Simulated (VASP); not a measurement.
Wanted: the native input for a VASP 6.6.1 run.

| Quantity | Value |
| --- | --- |
| Task | single point |
| Functional | PBE |
| Potentials or basis | VASP PAW PBE potentials, release 64 (Al, Ti_sv, C, O) |
| Cutoff | 520 eV |
| k mesh | 6 × 6 × 1 |
| Occupations | gaussian, width 0.1 eV |
| Spin | no spin polarisation |
| Dipole correction | yes |
| Further INCAR settings | ALGO = Normal; EDIFF = 1e-06; NBANDS = 37 |

The structure of Ti2Al6CO lies in POSCAR:

```
Ti2Al6CO
1.0
    5.0969736982      0.0000000000      0.0000000000
    2.1961599276      4.5995676375      0.0000000000
    0.0000000000      0.0000000000     22.1361793001
Al Ti C O
6 2 1 1
Direct
    0.5000000000      0.0000000000      0.1806996567
    0.0000000000      0.5000000000      0.1806996567
    0.0000000000      0.0000000000      0.2421138092
    0.0000000000      0.5000000000      0.3076271391
    0.5000000000      0.0000000000      0.3076271391
    0.5000000000      0.5000000000      0.3675512016
    0.5000000000      0.5000000000      0.2421138092
    0.0000000000      0.0000000000      0.3646643612
    0.0000000000      0.0000000000      0.4895234698
    0.0000000000      0.0000000000      0.5419263703
```

One way to write it, as run:

INCAR

```
  PREC = Accurate
  ENCUT = 520
  EDIFF = 1E-6
  ISMEAR = 0
  SIGMA = 0.1
  LREAL = False
  LASPH = True
  NELM = 60
  ALGO = Normal
  ISIF = 2
  LWAVE = False
  LCHARG = False
  LDIPOL = True
  IDIPOL = 3
  DIPOL = 0.5 0.5 0.322
  GGA = PE
  NBANDS = 37
```

KPOINTS

```
Automatic mesh
0
Gamma
  6 6 1
```

Potentials or basis: VASP PAW PBE potentials, release 64 (Al, Ti_sv, C, O).

The run is started by

```bash
$ cat potpaw_PBE.64/Al/POTCAR potpaw_PBE.64/Ti_sv/POTCAR potpaw_PBE.64/C/POTCAR potpaw_PBE.64/O/POTCAR > POTCAR
$ mpirun -np 1 vasp_std > vasp.out
```

It gave:

| Property | Result |
| --- | --- |
| Largest force | 1.279 eV/Å |
| Band gap on the k mesh | zero (bands 26 and 27 overlap by 0.27 eV) |

Run time: 6.9 min on 1 thread of Intel(R) Xeon(R) 6975P-C (Granite Rapids) (shared host), peak memory 0.69 GiB.
